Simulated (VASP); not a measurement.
Input of a VASP 6.6.1 run:

The input INCAR:

```
  PREC = Accurate
  ENCUT = 520
  EDIFF = 1E-6
  ISMEAR = 0
  SIGMA = 0.05
  LREAL = F
  LASPH = T
  NELM = 60
  ALGO = Normal
  ISIF = 2
  LWAVE = F
  LCHARG = F
  NBANDS = 20
```

The input KPOINTS:

```
regular mesh
0
Gamma
  12 12 4
```

Contents of POSCAR:

```
Al2O3
1.0
    3.1381818458      0.0000000000      0.0000000000
   -1.5690909229      2.7177452001      0.0000000000
    0.0000000000      0.0000000000      7.2716505621
Al O
2 3
Direct
    0.0000000000      0.0000000000      0.2779510000
    0.0000000000      0.0000000000      0.7220490000
    0.3333333333      0.6666666667      0.1994540000
    0.6666666667      0.3333333333      0.8005460000
    0.0000000000      0.0000000000      0.5000000000
```

Potentials or basis: VASP PAW LDA potentials, release 64 (Al, O).

Launch:

```console
$ cat potpaw_LDA.64/Al/POTCAR potpaw_LDA.64/O/POTCAR > POTCAR
$ mpirun -np 1 vasp_std > vasp.out
```

Question: What does it give for the pressure?

Answer: -9.1 GPa.

Question: What does it give for the largest force?

Answer: 2.601 eV/Å.

Stress tensor (GPa, compression positive):
```
-20.83   0.00   0.00
  0.00 -20.83   0.00
  0.00   0.00  14.33
```

Caveat: the cell differs from its parent crystal (strain +0.040 along x and y, -0.040 along z); forces of over 1 eV/Å act on the atoms, so gaps and moduli don't describe the material at rest.
